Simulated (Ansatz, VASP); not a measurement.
# Ga2O3: VASP beside Ansatz

```
CELL_PARAMETERS angstrom
6.12784 -1.51953 0.00253
6.12784 1.51953 0.00253
-1.38839 0.00000 5.63998
ATOMIC_POSITIONS crystal
Ga 0.09052 0.09052 0.79479
Ga 0.90948 0.90948 0.20521
Ga 0.65873 0.65873 0.31448
Ga 0.34127 0.34127 0.68552
O 0.16421 0.16421 0.10916
O 0.83579 0.83579 0.89084
O 0.17334 0.17334 0.56352
O 0.82666 0.82666 0.43648
O 0.49607 0.49607 0.24236
O 0.50371 0.50371 0.74376
```

Alike in both runs: task single point; functional r2SCAN; k mesh 8 × 8 × 4; occupations gaussian, width 0.05 eV; no spin polarisation.

```csv
,VASP,Ansatz
version,VASP 6.6.1,Ansatz 0.2.0
potentials or method,"VASP PAW PBE potentials, release 64 (Ga_d, O), cutoff 520 eV","scalar-relativistic, plane waves, PAW"
valence electrons in the cell,88,88
```

```tsv
	VASP	Ansatz	Ansatz less VASP
gap on the k mesh at the Fermi level (eV)	3.01	3.03	+0.021
least direct gap on the mesh (eV)	3.05	3.07	+0.017
pressure (GPa)	1.9	0.1	-1.84
traceless stress, the component that is largest in VASP (GPa)	0.24	0.20	-0.036
rms of the force components (eV/Å)	0.111	0.104	-0.0071
```

VASP's potentials were made for PBE, not for r2SCAN. Atom by atom the forces differ by 0.035 eV/Å (rms over components). The functional is the same, so the differences come from potentials, cutoffs and numerics.
